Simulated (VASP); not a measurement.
# BN: single point with PBE+D3(BJ)

The system is BN.

```
B N
1.0
     0.00000    3.37288    2.16883
     1.24130    0.00000    2.16883
     1.24130    3.37288    0.00000
B N
1 1
Direct
  0.00011 0.00011 0.99989
  0.66659 0.66659 0.33341
```

This cell differs from its parent crystal: strain -0.0100 x Voigt [1, -1, 0, 0, 0, 0].

```yaml
Program: VASP 6.6.1
Task: single point
Functional: PBE
Dispersion: D3(BJ)
Potentials_or_basis: VASP PAW PBE potentials, release 64 (B, N)
Cutoff: 520 eV
k_mesh: 12 × 12 × 12
Occupations: gaussian, width 0.05 eV
Spin: no spin polarisation
Dipole_correction: no
Further_INCAR_settings: ALGO = Normal; EDIFF = 1e-06; NBANDS = 11
```

The pressure is 3.6 GPa. The largest force is 0.134 eV/Å. The band gap on the k mesh is 3.68 eV (least direct gap 4.58 eV) and the dispersion energy per atom is -0.140 eV.

Forces on the atoms (eV/Å):
```
B    0.000  0.000 -0.134
N    0.000  0.000  0.134
```

Stress tensor (GPa, compression positive):
```
 9.44  0.00  0.00
 0.00 -0.44  0.00
 0.00  0.00  1.94
```

Levels at points of the mesh, in eV from the valence-band top:
```
           k point  band 2  band 3  band 4  band 5  band 6  band 7
(0.00, 0.00, 0.00)   -4.39   -1.46   -1.41    5.01   11.43   11.76
(0.50, 0.00, 0.00)   -9.05   -4.31   -1.02    4.61    9.83   13.55
(0.50, 0.50, 0.00)   -9.20   -4.16   -0.51    5.95    9.62   12.32
(0.50, 0.00, 0.50)   -6.34   -1.44   -1.44    9.98   11.49   11.62
(0.00, 0.50, 0.50)   -8.96   -4.21   -1.66    3.68   10.16   14.83
```

Run time: 60 s on 1 thread of Intel(R) Xeon(R) Platinum 8259CL CPU @ 2.50GHz (Skylake/Cascade Lake), with other jobs on the host, peak memory 0.19 GiB.

Caveat: the cell differs from its parent crystal (strain -0.0100 x Voigt [1, -1, 0, 0, 0, 0]); the cell stands under pressure. A k mesh can miss the band edges.
